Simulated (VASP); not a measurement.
Wanted: the native input for a VASP 6.6.1 run.

- Task: single point
- Functional: PBE
- Potentials or basis: VASP PAW PBE potentials, release 64 (Hf_pv, Si, O)
- Cutoff: 520 eV
- k mesh: 6 × 6 × 4
- Occupations: gaussian, width 0.02 eV
- Spin: no spin polarisation
- Dipole correction: no
- Further INCAR settings: ALGO = Normal; EDIFF = 1e-06; NBANDS = 37

The structure of HfSi2O6 lies in POSCAR:

```
HfSi2O6
1.0
    4.9545455911     -2.5073286742     -0.0011643937
    4.9545455911      2.5073286742     -0.0011643937
   -0.1716761244      0.0000000000      5.8815746921
Hf Si O
1 2 6
Direct
    0.5414655024      0.4585344976      0.0000000000
    0.9867436997      0.5193859552      0.6551762735
    0.4806140448      0.0132563003      0.3448237265
    0.1551668955      0.3051162334      0.4316808886
    0.4296891752      0.7913325861      0.2023886700
    0.2086674139      0.5703108248      0.7976113300
    0.6948837666      0.8448331045      0.5683191114
    0.6291149930      0.1253237566      0.1825336797
    0.8746762434      0.3708850070      0.8174663203
```

These files were run (other wordings do the same):

INCAR

```
SYSTEM = HfSi2O6
  PREC = Accurate
  ENCUT = 520
  EDIFF = 1E-6
  ISMEAR = 0
  SIGMA = 0.02
  LREAL = .FALSE.
  LASPH = .TRUE.
  NELM = 100
  ALGO = Normal
  ISIF = 2
  LWAVE = .FALSE.
  LCHARG = .FALSE.
  GGA = PE
  NBANDS = 37
```

KPOINTS

```
regular mesh
0
G
  6 6 4
  0 0 0
```

Potentials or basis: VASP PAW PBE potentials, release 64 (Hf_pv, Si, O).

Run with:

```bash
$ cat potpaw_PBE.64/Hf_pv/POTCAR potpaw_PBE.64/Si/POTCAR potpaw_PBE.64/O/POTCAR > POTCAR
$ mpirun -np 1 vasp_std > vasp.out
```

Results of the run:

The pressure is -0.4 GPa, the largest force is 0.190 eV/Å and the band gap on the k mesh is 5.03 eV, indirect (least direct gap 5.29 eV).

Caveat: spin-orbit coupling is left out, which moves the levels of the heavy elements.

It took 2.1 min on 1 thread of Intel(R) Xeon(R) 6975P-C (Granite Rapids) (shared host), peak memory 0.41 GiB.
